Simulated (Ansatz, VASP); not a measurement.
**SnSe: VASP beside Ansatz**

```
CELL_PARAMETERS angstrom
0.00000 3.03125 3.03125
3.03125 0.00000 3.03125
3.03125 3.03125 0.00000
ATOMIC_POSITIONS crystal
Sn 0.00000 0.00000 0.00000
Se 0.50000 0.50000 0.50000
```

Alike in both runs: functional PBE; k mesh 13 × 13 × 13; occupations fermi-dirac, width 0.05 eV; no spin polarisation.

Ansatz relaxed the structure, and its values are those at the end. VASP's run is a single point on that final structure, the one shown.

|  | VASP | Ansatz |
| --- | --- | --- |
| version | VASP 6.6.1 | Ansatz 0.2.0 |
| potentials or method | VASP PAW PBE potentials, release 64 (Sn_d, Se) | PAW with Ansatz's default frozen-core files, scalar-relativistic |
| plane-wave cutoff (eV) | 520 | 420 |
| valence electrons in the cell | 20 | 30 |

```tsv
	VASP	Ansatz	Ansatz less VASP
pressure (GPa)	0.0	0.0	+0.02
```

With one functional, cell and mesh, what is left measures potentials, basis and numerics. VASP's potentials hold 20 valence electrons a cell and Ansatz's 30, so a difference there can come from the potentials and not from the codes.
